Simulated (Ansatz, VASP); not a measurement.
**One calculation of Rh, two programs**

INCAR

```
SYSTEM = Rh
PREC = Accurate ; ENCUT = 520
EDIFF = 1E-7 ; ISMEAR = 0
SIGMA = 0.15 ; LREAL = .FALSE.
LASPH = .TRUE. ; NELM = 100
ALGO = Fast ; ISIF = 2
LWAVE = .FALSE. ; LCHARG = .FALSE.
NBANDS = 38
```

Contents of KPOINTS:

```
Automatic mesh
0
G
  18 18 6
  0 0 0
```

Contents of POSCAR:

```
Rh
1.0
    2.6307000000      0.0000000000      0.0000000000
   -1.3153500000      2.2782530297      0.0000000000
    0.0000000000      0.0000000000      9.3602000000
Rh
4
Direct
    0.0000000000      0.0000000000      0.0000000000
    0.3333333333      0.6666666667      0.2500000000
    0.0000000000      0.0000000000      0.5000000000
    0.6666666667      0.3333333333      0.7500000000
```

Input for Ansatz:

```yaml
crystal:
  lattice:
    - [2.6307, 0.0, 0.0]
    - [-1.31535, 2.2782530297, 0.0]
    - [0.0, 0.0, 9.3602]
  atoms:
    - { symbol: Rh, position: [0.0, 0.0, 0.0] }
    - { symbol: Rh, position: [0.3333333333, 0.6666666667, 0.25] }
    - { symbol: Rh, position: [0.0, 0.0, 0.5] }
    - { symbol: Rh, position: [0.6666666667, 0.3333333333, 0.75] }
basis:
  ecutwfc: 420
kpoints:
  mp_grid: { grid: [18, 18, 6] }
hamiltonian:
  xc: lda
  pseudopotentials: { kind: paw, azcp: { folder: soft_1 } }
scf:
  occupations: { method: gaussian, width: 0.15 }
output:
  forces: true
  stress: true
  eigenvalues: true
```

Alike in both runs: task single point; functional LDA; k mesh 18 × 18 × 6; occupations gaussian, width 0.15 eV; no spin polarisation.

|  | VASP | Ansatz |
| --- | --- | --- |
| version | VASP 6.6.1 | Ansatz 0.2.0 |
| potentials or method | VASP PAW LDA potentials, release 64 (Rh_pv), cutoff 520 eV | scalar-relativistic, plane waves, PAW |
| valence electrons in the cell | 60 | 68 |

|  | VASP | Ansatz | Ansatz less VASP |
| --- | --- | --- | --- |
| gap on the k mesh at the Fermi level (eV) | none | none | - |
| pressure (GPa) | -12.2 | -12.9 | -0.72 |
| traceless stress, the component that is largest in VASP (GPa) | -18.16 | -18.08 | +0.081 |

Ansatz warns that its potentials were made for another functional, while VASP's fit it. LDA's correlation is that of Perdew and Zunger in VASP and of Perdew and Wang (1992) in Ansatz. A gap of «none» marks a metal or a gap that the smearing closes. VASP's potentials hold 60 valence electrons a cell and Ansatz's 68, so a difference there can come from the potentials and not from the codes.
